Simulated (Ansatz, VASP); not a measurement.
One calculation of KF, two programs

Contents of INCAR:

```
ALGO = Normal
EDIFF = 1E-7
ENCUT = 520
GGA = PE
ISIF = 2
ISMEAR = 0
LASPH = T
LCHARG = F
LREAL = F
LWAVE = F
NBANDS = 15
NELM = 60
PREC = Accurate
SIGMA = 0.05
```

File KPOINTS:

```
k-points
0
Gamma
  8 8 8
```

POSCAR

```
KF
1.0
    3.2263654500      0.0000000000      0.0000000000
    0.0000000000      3.2589550000      0.0000000000
    0.0000000000      0.0000000000      3.2589550000
K F
1 1
Direct
    0.0000000000      0.0000000000      0.0000000000
    0.5000000000      0.5000000000      0.5000000000
```

Input for Ansatz:

```yaml
crystal:
  lattice:
    - [3.22636545, 0.0, 0.0]
    - [0.0, 3.258955, 0.0]
    - [0.0, 0.0, 3.258955]
  atoms:
    - { symbol: K, position: [0.0, 0.0, 0.0] }
    - { symbol: F, position: [0.5, 0.5, 0.5] }
basis:
  ecutwfc: 420
kpoints:
  mp_grid: { grid: [8, 8, 8] }
hamiltonian:
  xc: pbe
scf:
  occupations: { method: gaussian, width: 0.05 }
output:
  forces: true
  stress: true
  eigenvalues: true
```

Change from the starting cell: strain -0.0100 x Voigt [1, 0, 0, 0, 0, 0], atoms carried along.

Alike in both runs: task single point; functional PBE; k mesh 8 × 8 × 8; occupations gaussian, width 0.05 eV; no spin polarisation.

|  | VASP | Ansatz |
| --- | --- | --- |
| version | VASP 6.6.1 | Ansatz 0.2.0 |
| potentials or method | VASP PAW PBE potentials, release 64 (K_sv, F), cutoff 520 eV | scalar-relativistic, plane waves, PAW |
| valence electrons in the cell | 16 | 16 |

|  | VASP | Ansatz | Ansatz less VASP |
| --- | --- | --- | --- |
| gap on the k mesh at the Fermi level (eV) | 6.30 | 6.32 | +0.017 |
| least direct gap on the mesh (eV) | 6.35 | 6.37 | +0.016 |
| pressure (GPa) | 0.3 | 0.3 | 0.00 |
| traceless stress, the component that is largest in VASP (GPa) | 0.58 | 0.58 | 0.000 |

With one functional, cell and mesh, what is left measures potentials, basis and numerics.
